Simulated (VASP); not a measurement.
# Bi4O (I4/mmm) in VASP: a series of runs

Runs on Bi4O. Level: PBE. Tasks: single point, relaxation of cell and atoms.

Program: VASP 6.6.1. These are calculated values, not measurements. Logs are shortened: lines on timing, memory, paths and dates and some standing lists are left out, and cuts for length are marked.

**1. The cell of the first run**

The structure is tetragonal, space group I4/mmm (No. 139). The conventional cell has a = 7.364 Å, b = 7.364 Å, c = 5.251 Å, α = 90.00°, β = 90.00°, γ = 90.00°. Within 3.2 Å of Bi (site symmetry m2m) lie 5 Bi at 2.37 to 3.12 Å and 1 O at 2.50 Å. O (site symmetry 4/mmm) has 4 Bi at 2.50 Å within 3.3 Å.

The cell was generated, and may not be a known phase.

**2. Single point, PBE**

Input file INCAR:

```
  PREC = Accurate
  ENCUT = 520
  EDIFF = 1E-6
  ISMEAR = 0
  SIGMA = 0.1
  LREAL = False
  LASPH = True
  NELM = 100
  ALGO = Normal
  ISIF = 2
  LWAVE = False
  LCHARG = False
  GGA = PE
  NBANDS = 41
```

Input file KPOINTS:

```
regular mesh
0
Gamma
  4 4 4
```

Input file POSCAR:

```
Bi4O
1.0
   -3.6820050100      3.6820050100      2.6254875500
    3.6820050100     -3.6820050100      2.6254875500
    3.6820050100      3.6820050100     -2.6254875500
Bi O
4 1
Direct
    0.0000000000      0.6609869300      0.6609869300
    0.0000000000      0.3390130700      0.3390130700
    0.6609869300      0.0000000000      0.6609869300
    0.3390130700      0.0000000000      0.3390130700
    0.0000000000      0.0000000000      0.0000000000
```

Potentials or basis: VASP PAW PBE potentials, release 64 (Bi_d, O).

On the command line:

```console
$ cat potpaw_PBE.64/Bi_d/POTCAR potpaw_PBE.64/O/POTCAR > POTCAR
$ mpirun -np 1 vasp_std > vasp.out
```

OUTCAR:

```text
PREC = Accurate
   ENCUT = 520
   EDIFF = 1E-6
   ISMEAR = 0
   LREAL = False
   LASPH = True
   NELM = 100
   ISIF = 2
   GGA = PE

 ion  position               nearest neighbor table
   1  0.000  0.661  0.661-   2 2.37   5 2.50   4 3.12   3 3.12   3 3.12   4 3.12   4 3.53   3 3.53

   2  0.000  0.339  0.339-   1 2.37   5 2.50   3 3.12   3 3.12   4 3.12   4 3.12   3 3.53   4 3.53

   3  0.661  0.000  0.661-   4 2.37   5 2.50   1 3.12   2 3.12   1 3.12   2 3.12   1 3.53   2 3.53

   4  0.339  0.000  0.339-   3 2.37   5 2.50   1 3.12   1 3.12   2 3.12   2 3.12   1 3.53   2 3.53

   5  0.000  0.000  0.000-   1 2.50   2 2.50   3 2.50   4 2.50

  LATTYP: Found a body centered tetragonal cell.
 ALAT       =     7.3640100200
 C/A-ratio  =     0.7130592009

  Lattice vectors:

 A1 = (  -3.6820050100,   3.6820050100,   2.6254875500)
 A2 = (   3.6820050100,  -3.6820050100,   2.6254875500)
 A3 = (   3.6820050100,   3.6820050100,  -2.6254875500)

Analysis of symmetry for initial positions (statically):
=====================================================================
 Subroutine PRICEL returns:
 Original cell was already a primitive cell.

 Routine SETGRP: Setting up the symmetry group for a
 body centered tetragonal supercell.

 Subroutine GETGRP returns: Found 16 space group operations
 (whereof 16 operations were pure point group operations)
 out of a pool of 16 trial point group operations.

The static configuration has the point symmetry D_4h.

Analysis of symmetry for dynamics (positions and initial velocities):
=====================================================================
 Subroutine PRICEL returns:
 Original cell was already a primitive cell.

 Routine SETGRP: Setting up the symmetry group for a
 body centered tetragonal supercell.

 Subroutine GETGRP returns: Found 16 space group operations
 (whereof 16 operations were pure point group operations)
 out of a pool of 16 trial point group operations.

The dynamic configuration has the point symmetry D_4h.

 Subroutine INISYM returns: Found 16 space group operations
 (whereof 16 operations are pure point group operations),
 and found     1 'primitive' translations

----------------------------------------------------------------------------------------

                                     Primitive cell

  volume of cell :     142.3766

[... 74 lines left out ...]
   ISTART =      0    job   : 0-new  1-cont  2-samecut
   ICHARG =      2    charge: 1-file 2-atom 10-const
   ISPIN  =      1    spin polarized calculation?
   LNONCOLLINEAR =      F non collinear calculations
   LSORBIT =      F    spin-orbit coupling
   LASPH  =      T    aspherical Exc in radial PAW
   ENCUT  =  520.0 eV  38.22 Ry    6.18 a.u.  10.84 10.84 10.84*2*pi/ulx,y,z
   NELM   =    100;   NELMIN=  2; NELMDL= -5     # of ELM steps
   EDIFF  = 0.1E-05   stopping-criterion for ELM
   LREAL  =      F    real-space projection
[... 7 lines left out ...]
   TEBEG  =    0.0;   TEEND  =   0.0 temperature during run
   PSTRESS=    0.0 pullay stress
   NELECT =      66.0000    total number of electrons
   NUPDOWN=      -1.0000    fix difference up-down
   EMIN   =  10.00;   EMAX   =-10.00  energy-range for DOS
   EFERMI =   0.00;   METHOD = LEGACY
   ISMEAR =     0;   SIGMA  =   0.10  broadening in eV -4-tet -1-fermi 0-gaus
   EFERMI_NEDOS =   21; number of points for ismear=-14 and -15
   IALGO  =     38    algorithm
   IMIX   =      4    mixing-type and parameters
     AMIX     =   0.40;   BMIX     =  1.00
     AMIX_MAG =   1.60;   BMIX_MAG =  1.00
  volume/ion in A,a.u.               =      28.48       192.16
  Fermi-wavevector in a.u.,A,eV,Ry     =   1.267000  2.394283 21.841279  1.605289
  Thomas-Fermi vector in A             =   2.400171
   LORBIT       =      0    0 simple, 1 ext, 2 COOP (PROOUT), +10 PAW based schemes
   GGA     = PE    functional components
   LHFCALC =     F    Hartree Fock is set to
   AEXX    =    0.0000 exact exchange contribution
   IVDW    =     0    specifies the selected vdW correction
   LEPSILON=     F    determine dielectric tensor
   LRPA    =     F    only Hartree local field effects (RPA)
 non-spin polarized calculation
 Gauss-broadening in eV      SIGMA  =   0.10
  energy-cutoff  :      520.00
  volume of cell :      142.38
 maximum number of plane-waves:      3861
 NGX is ok and might be reduce to    48
   NGX = 21   NGY = 21   NGZ = 21

 number of electron      66.0000005 magnetization

 Free energy of the ion-electron system (eV)
  ---------------------------------------------------
  ext. energy  EPLUGINS =         0.00000000
  ---------------------------------------------------
  free energy    TOTEN  =       -13.24734203 eV

  energy without entropy =      -13.22785533  energy(sigma->0) =      -13.23759868

 E-fermi :   6.7901     XC(G=0):  -9.4565

 val. band max:        6.7114999013   @ k =   0.2500   0.2500   0.2500
 cond. band min:       6.8186649166   @ k =  -0.2500   0.2500   0.2500
 fundamental gap:      0.1071650152
 Fermi energy:         6.7900615572

 k-point     1 :       0.0000    0.0000    0.0000
  band No.  band energies     occupation
      1     -18.0186      2.00000
      2     -17.9362      2.00000
      3     -17.3986      2.00000
      4     -17.1517      2.00000
      5     -17.1517      2.00000
      6     -16.9795      2.00000
[... 561 lines left out ...]
     40      12.3775      0.00000
     41      12.5935      0.00000

------------------------ aborting loop because EDIFF is reached ----------------------------------------

  FORCE on cell =-STRESS in cart. coord.  units (eV):
  Direction    XX          YY          ZZ          XY          YZ          ZX
  --------------------------------------------------------------------------------------
  -------------------------------------------------------------------------------------
  Total       28.3797596     28.3797596     17.1110381      0.0000000     -0.0000000      0.0000000
  in kB      319.3600520    319.3600520    192.5520899      0.0000000     -0.0000000      0.0000000
  external PRESSURE =     277.0907313 kB  Pullay stress =       0.0000000 kB

 VOLUME and BASIS-vectors are now :
 -----------------------------------------------------------------------------
  energy-cutoff  :      520.00
  volume of cell :      142.38
      direct lattice vectors                 reciprocal lattice vectors
    -3.682005010  3.682005010  2.625487550     0.000000000  0.135795578  0.190440819
     3.682005010 -3.682005010  2.625487550     0.135795578  0.000000000  0.190440819
     3.682005010  3.682005010 -2.625487550     0.135795578  0.135795578  0.000000000

 POSITION                                       TOTAL-FORCE (eV/Angst)
 -----------------------------------------------------------------------------------
      4.86751      0.00000      0.00000        12.301393     -0.000000      0.000000
      2.49650      0.00000      0.00000       -12.301393     -0.000000     -0.000000
      0.00000      4.86751      0.00000        -0.000000     12.301393      0.000000
      0.00000      2.49650      0.00000        -0.000000    -12.301393     -0.000000
      0.00000      0.00000      0.00000        -0.000000     -0.000000     -0.000000
 -----------------------------------------------------------------------------------
    total drift:                               -0.000000     -0.000000      0.000000

  FREE ENERGIE OF THE ION-ELECTRON SYSTEM (eV)
  ---------------------------------------------------
  free  energy   TOTEN  =       -13.2473420332 eV

  energy  without entropy=      -13.2278553258  energy(sigma->0) =      -13.23759868
```

stdout:

```text
POSCAR found type information on POSCAR BiO
 POSCAR found :  2 types and       5 ions
 scaLAPACK will be used
 LDA part: xc-table for (Slater+PW92), standard interpolation
 POSCAR, INCAR and KPOINTS ok, starting setup
 FFT: planning ... GRIDC
 FFT: planning ... GRID_SOFT
 FFT: planning ... GRID
 WAVECAR not read
 entering main loop
```

Wall time 1.7 min (1 thread of Intel Xeon Platinum 8124M at 3.00GHz (Skylake/Cascade Lake), shared host); peak memory 0.33 GiB.

What came out:

- Free energy: -13.2473 eV
- Pressure: 27.7 GPa
- Largest force: 12.301 eV/Å
- Band gap on the k mesh: zero (bands 33 and 34 overlap by 0.94 eV)

Forces in eV/Å, atoms in the order of the input:
```
Bi   12.301   0.000   0.000
Bi  -12.301   0.000   0.000
Bi    0.000  12.301   0.000
Bi    0.000 -12.301   0.000
O     0.000   0.000   0.000
```

Caveat: the k points lie up to 0.37 Å⁻¹ apart, too coarse for converged energies and pressures of a metal; spin-orbit coupling is left out, which moves the levels of the heavy elements; forces of over 1 eV/Å act on the atoms, so gaps and moduli don't describe the material at rest.

**3. Single point, PBE**

This run uses another cell than the first one, of 30.48 Å³/atom.

Input file INCAR:

```
PREC = Accurate
ENCUT = 520
EDIFF = 1E-6
ISMEAR = 0
SIGMA = 0.1
LREAL = False
LASPH = True
NELM = 100
ALGO = Normal
ISIF = 2
LWAVE = False
LCHARG = False
GGA = PE
NBANDS = 41
```

KPOINTS is that of step 2.

Input file POSCAR:

```
Bi4O
1.0
   -4.3136044659      4.3136044659      2.0476030334
    4.3136044659     -4.3136044659      2.0476030334
    4.3136044659      4.3136044659     -2.0476030334
Bi O
4 1
Direct
    0.0000000000      0.7131579130      0.7131579130
    0.0000000000      0.2868420870      0.2868420870
    0.7131579130      0.0000000000      0.7131579130
    0.2868420870      0.0000000000      0.2868420870
    0.0000000000      0.0000000000      0.0000000000
```

Potentials or basis: VASP PAW PBE potentials, release 64 (Bi_d, O).

On the command line:

```console
$ cat potpaw_PBE.64/Bi_d/POTCAR potpaw_PBE.64/O/POTCAR > POTCAR
$ mpirun -np 1 vasp_std > vasp.out
```

It took 2.1 min on 1 thread of Intel Xeon Platinum 8124M at 3.00GHz (Skylake/Cascade Lake), shared host; peak memory 0.34 GiB.

Results (log left out):

```yaml
Free_energy: -20.9004 eV
Pressure: -0.1 GPa
Largest_force: 0.016 eV/Å
Band_gap_on_the_k_mesh: zero (bands 33 and 34 overlap by 1.01 eV)
```

Forces in eV/Å, atoms in the order of the input:
```
Bi  -0.016  0.000  0.000
Bi   0.016  0.000  0.000
Bi   0.000 -0.016  0.000
Bi   0.000  0.016  0.000
O    0.000  0.000  0.000
```

Stress tensor (GPa, compression positive):
```
-0.01  0.00  0.00
 0.00 -0.01  0.00
 0.00  0.00 -0.13
```

Levels at points of the mesh, in eV from the Fermi level:
```tsv
k point	band 31	band 32	band 33	band 34	band 35	band 36
(0.00, 0.00, 0.00)	-1.07	-0.07	-0.07	0.54	0.54	1.61
(0.50, 0.00, 0.00)	-2.62	-1.09	-0.93	-0.73	0.49	1.54
(0.50, 0.50, 0.00)	-1.48	0.09	0.24	0.43	0.72	1.37
(0.50, 0.50, 0.50)	-1.15	-0.67	-0.67	0.17	0.55	0.94
```

Caveat: the k points lie up to 0.42 Å⁻¹ apart, too coarse for converged energies and pressures of a metal; spin-orbit coupling is left out, which moves the levels of the heavy elements.

**4. Single point, PBE**

This run uses another cell than the first one, of 30.70 Å³/atom.

Input file INCAR:

```
SYSTEM = Bi4O
ALGO = Normal
EDIFF = 1E-7
ENCUT = 520
GGA = PE
ISIF = 2
ISMEAR = 0
LASPH = .TRUE.
LCHARG = .FALSE.
LREAL = .FALSE.
LWAVE = .FALSE.
NBANDS = 41
NELM = 100
PREC = Accurate
SIGMA = 0.1
```

Input file KPOINTS:

```
k-points
0
G
  6 6 6
  0 0 0
```

Input file POSCAR:

```
Bi4O
1.0
   -4.2983520294      4.2983520294      2.0768008009
    4.2983520294     -4.2983520294      2.0768008009
    4.2983520294      4.2983520294     -2.0768008009
Bi O
4 1
Direct
    0.0000000000      0.7113503035      0.7113503035
    0.0000000000      0.2886496965      0.2886496965
    0.7113503035      0.0000000000      0.7113503035
    0.2886496965      0.0000000000      0.2886496965
    0.0000000000      0.0000000000      0.0000000000
```

On the command line:

```console
$ cat potpaw_PBE.64/Bi_d/POTCAR potpaw_PBE.64/O/POTCAR > POTCAR
$ mpirun -np 1 vasp_std > vasp.out
```

Wall time 4.3 min (1 thread of Intel Xeon Platinum 8124M at 3.00GHz (Skylake/Cascade Lake), shared host); peak memory 0.39 GiB.

Results (log left out):

| Item | Value |
| --- | --- |
| Free energy | -20.9304 eV |
| Pressure | 0.0 GPa |
| Largest force | 0.028 eV/Å |
| Band gap on the k mesh | zero (bands 33 and 34 overlap by 1.09 eV) |

Forces on the atoms (eV/Å):
```
Bi   0.028  0.000  0.000
Bi  -0.028  0.000  0.000
Bi   0.000  0.028  0.000
Bi   0.000 -0.028  0.000
O    0.000  0.000  0.000
```

Stress tensor (GPa, compression positive):
```
-0.06  0.00  0.00
 0.00 -0.06  0.00
 0.00  0.00  0.15
```

Levels at points of the mesh, in eV from the Fermi level:
```
           k point  band 31  band 32  band 33  band 34  band 35  band 36
(0.00, 0.00, 0.00)    -1.13     0.09     0.09     0.56     0.56     1.56
(0.50, 0.00, 0.00)    -2.43    -0.87    -0.75    -0.58     0.69     1.73
(0.50, 0.50, 0.00)    -1.53     0.27     0.46     0.62     0.76     1.40
(0.50, 0.50, 0.50)    -0.95    -0.51    -0.51     0.17     0.74     0.98
```

Caveat: spin-orbit coupling is left out, which moves the levels of the heavy elements.

**5. Relaxation of cell and atoms, PBE**

Input file INCAR:

```
ALGO     = Normal         # electronic algorithm
EDIFF    = 1E-6           # SCF threshold, eV
EDIFFG   = -0.04          # ionic threshold
ENCUT    = 600            # plane-wave cutoff, eV
GGA      = PE             # functional
IBRION   = 2              # ionic algorithm
ISIF     = 3              # what is computed and relaxed
ISMEAR   = 0              # smearing method
LASPH    = T              # aspherical terms in the spheres
LCHARG   = F              # write CHGCAR
LREAL    = F              # projectors in reciprocal space
LWAVE    = F              # write WAVECAR
NELM     = 60             # most SCF steps
NSW      = 90             # ionic steps
PREC     = Accurate       # precision mode
SIGMA    = 0.1            # smearing width, eV
```

Input file KPOINTS:

```
k-points
0
Gamma
  4 4 4
```

Input file POSCAR:

```
Bi4O
1.0
   -3.6820050100      3.6820050100      2.6254875500
    3.6820050100     -3.6820050100      2.6254875500
    3.6820050100      3.6820050100     -2.6254875500
Bi O
4 1
Direct
    0.0000000000      0.6609869300      0.6609869300
    0.0000000000      0.3390130700      0.3390130700
    0.6609869300      0.0000000000      0.6609869300
    0.3390130700      0.0000000000      0.3390130700
    0.0000000000      0.0000000000      0.0000000000
```

On the command line:

```console
$ cat potpaw_PBE.64/Bi_d/POTCAR potpaw_PBE.64/O/POTCAR > POTCAR
$ mpirun -np 1 vasp_std > vasp.out
```

Wall time 31 min (1 thread of Intel Xeon Platinum 8124M at 3.00GHz (Skylake/Cascade Lake), shared host); peak memory 0.38 GiB.

It converged, with:

- Free energy: -20.8858 eV
- Relaxed volume: 30.47 Å³/atom
- Relaxed cell: a = 6.430 Å, b = 6.430 Å, c = 6.430 Å, α = 95.84°, β = 95.84°, γ = 142.81°
- Space group after relaxing (to 0.1 Å): I4/mmm (No. 139)
- Energy gained by relaxing: 1527.3 meV/atom
- Ionic steps: 23
- Pressure after relaxing: 0.0 GPa
- Largest force after relaxing: 0.037 eV/Å
- Band gap on the k mesh: zero (bands 33 and 34 overlap by 1.02 eV)

Forces in eV/Å, atoms in the order of the input:
```
Bi  -0.037  0.000  0.000
Bi   0.037  0.000  0.000
Bi   0.000 -0.037  0.000
Bi   0.000  0.037  0.000
O    0.000  0.000  0.000
```

Stress tensor (GPa, compression positive):
```
 0.03  0.00  0.00
 0.00  0.03  0.00
 0.00  0.00 -0.11
```

Step by step:
```csv
step,energy change (eV),largest force (eV/Å),pressure (GPa),volume (Å³)
1,0.0000,12.3021,27.75,142.38
2,-3.7148,0.1148,-5.13,269.41
3,-4.3972,0.3466,-5.32,250.96
4,-5.0379,0.4631,-5.36,235.05
5,-6.7152,0.0605,-2.46,184.94
6,-6.6817,0.8004,0.35,172.06
7,-6.7531,0.2957,-1.54,179.80
8,-6.7536,0.3438,-1.36,178.95
9,-6.8946,0.2428,-0.34,172.54
10,-7.0352,0.1056,1.94,161.97
11,-6.8803,0.3749,9.08,141.02
12,-7.0514,0.0252,3.43,156.55
13,-7.1131,0.0033,3.20,156.22
14,-7.3098,0.1876,2.53,154.96
15,-7.6118,0.0907,1.10,151.18
16,-7.6205,0.1589,0.66,149.08
17,-7.6286,0.1151,0.79,149.95
18,-7.6283,0.1258,0.75,149.75
19,-7.6341,0.0862,0.37,151.16
20,-7.6357,0.0592,0.11,152.19
21,-7.6357,0.0526,0.06,152.39
22,-7.6363,0.0453,0.02,152.36
23,-7.6367,0.0374,-0.02,152.33
```

Final structure:
```
CELL_PARAMETERS angstrom
-4.30967 4.30967 2.05040
4.30967 -4.30967 2.05040
4.30967 4.30967 -2.05040
ATOMIC_POSITIONS crystal
Bi 0.00000 0.71344 0.71344
Bi 0.00000 0.28656 0.28656
Bi 0.71344 0.00000 0.71344
Bi 0.28656 0.00000 0.28656
O 0.00000 0.00000 0.00000
```

Levels at points of the mesh, in eV from the Fermi level:
| k point | band 29 | band 30 | band 31 | band 32 | band 33 | band 34 | band 35 | band 36 | band 37 | band 38 |
| --- | --- | --- | --- | --- | --- | --- | --- | --- | --- | --- |
| (0.00, 0.00, 0.00) | -3.50 | -2.74 | -1.07 | -0.07 | -0.07 | 0.52 | 0.52 | 1.61 | 3.00 | 3.55 |
| (0.50, 0.00, 0.00) | -3.96 | -3.11 | -2.63 | -1.09 | -0.93 | -0.73 | 0.50 | 1.55 | 1.89 | 2.42 |
| (0.50, 0.50, 0.00) | -2.74 | -2.43 | -1.49 | 0.11 | 0.24 | 0.45 | 0.71 | 1.37 | 1.60 | 2.92 |
| (0.50, 0.50, 0.50) | -1.61 | -1.17 | -1.12 | -0.66 | -0.66 | 0.17 | 0.53 | 0.93 | 0.93 | 2.54 |

Caveat: the k points lie up to 0.42 Å⁻¹ apart in the final cell, too coarse for converged energies and pressures of a metal; spin-orbit coupling is left out, which moves the levels of the heavy elements.

**6. The runs side by side**

```tsv
task	cell	k mesh	cutoff (eV)	gap on the mesh (eV)	pressure (GPa)	largest force (eV/Å)
single point	a = 5.832 Å, angles 101.7, 101.7, 126.5°, 5 atoms, atomic positions A	4 × 4 × 4	520	none	27.7	12.30
single point	a = 6.435 Å, angles 95.8, 95.8, 142.9°, 5 atoms, atomic positions B	4 × 4 × 4	520	none	-0.1	0.02
single point	a = 6.424 Å, angles 96.0, 96.0, 142.3°, 5 atoms, atomic positions C	6 × 6 × 6	520	none	0.0	0.03
relaxation of cell and atoms	relaxed from a = 5.832 Å, angles 101.7, 101.7, 126.5°, 5 atoms, atomic positions A	4 × 4 × 4	600	none	0.0	0.04
```

Alike in all rows: level PBE; potentials or basis VASP PAW PBE potentials, release 64 (Bi_d, O); no spin polarisation; smearing gaussian 0.1 eV.

Caveats: some runs use coarse meshes; spin-orbit coupling is left out, which moves the levels of the heavy elements; forces of over 1 eV/Å act on the atoms, so gaps and moduli don't describe the material at rest (at least some runs).

Total energies depend on the potentials used, so only differences within one code and one set of settings carry meaning.

The gap in the log of VASP goes by the Fermi energy; the results here count the filled bands.